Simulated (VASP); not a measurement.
A run of VASP 6.6.1 is set up as follows.

The input INCAR:

```
SYSTEM = MgS
PREC = Accurate
ENCUT = 520
EDIFF = 1E-6
ISMEAR = 0
SIGMA = 0.02
LREAL = .FALSE.
LASPH = .TRUE.
NELM = 80
ALGO = Normal
ISIF = 2
LWAVE = .FALSE.
LCHARG = .TRUE.
GGA = PE
LELF = .TRUE.
LVHAR = .TRUE.
NBANDS = 11
```

Contents of KPOINTS:

```
Automatic mesh
0
G
  6 6 6
  0 0 0
```

File POSCAR:

```
MgS
1.0
    6.5860555203      0.0000000000      0.0000000000
   -3.2930277602      5.7036913913      0.0000000000
    0.0000000000      0.0000000000      4.4568978930
Mg S
1 1
Direct
    0.0000000000      0.0000000000      0.0000000000
    0.0000000000      0.0000000000      0.5000000000
```

Potentials or basis: VASP PAW PBE potentials, release 64 (Mg, S).

The run is started by

```sh
$ cat potpaw_PBE.64/Mg/POTCAR potpaw_PBE.64/S/POTCAR > POTCAR
$ mpirun -np 1 vasp_std > vasp.out
```

Problem. Estimate the pressure.

Solution. 0.0 GPa.

Problem. Predict the band gap on the k mesh.

Solution. 2.46 eV, indirect (least direct gap 2.75 eV).

A k mesh can miss the band edges. As with any semilocal functional, this PBE gap is likely too small.
